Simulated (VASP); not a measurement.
Input of a VASP 6.6.1 run:

File INCAR:

```
SYSTEM = TiSn
PREC     = Accurate       ! precision mode
ENCUT    = 600            ! plane-wave cutoff, eV
EDIFF    = 1E-6           ! SCF threshold, eV
ISMEAR   = 0              ! smearing method
SIGMA    = 0.1            ! smearing width, eV
LREAL    = .False.        ! projectors in reciprocal space
LASPH    = .True.         ! aspherical terms in the spheres
NELM     = 80             ! most SCF steps
ALGO     = Normal         ! electronic algorithm
ISIF     = 3              ! what is computed and relaxed
LWAVE    = .False.        ! write WAVECAR
LCHARG   = .False.        ! write CHGCAR
GGA      = PE             ! functional
IBRION   = 2              ! ionic algorithm
NSW      = 90             ! ionic steps
EDIFFG   = -0.04          ! ionic threshold
```

KPOINTS

```
regular mesh
0
Gamma
  6 6 6
  0 0 0
```

POSCAR

```
TiSn
1.0
    0.0000000000      2.7727163500      2.7727163500
    2.7727163500      0.0000000000      2.7727163500
    2.7727163500      2.7727163500      0.0000000000
Ti Sn
1 1
Direct
    0.5000000000      0.5000000000      0.5000000000
    0.0000000000      0.0000000000      0.0000000000
```

Potentials or basis: VASP PAW PBE potentials, release 64 (Ti_sv, Sn_d).

Launch:

```sh
$ cat potpaw_PBE.64/Ti_sv/POTCAR potpaw_PBE.64/Sn_d/POTCAR > POTCAR
$ mpirun -np 1 vasp_std > vasp.out
```

(1) What does it give for the space group after relaxing (to 0.05 Å)?

(2) What does it give for the relaxed cell?

Answers

(1) Fm-3m (No. 225).

(2) a = 3.960 Å, b = 3.960 Å, c = 3.960 Å, α = 60.00°, β = 60.00°, γ = 60.00°.
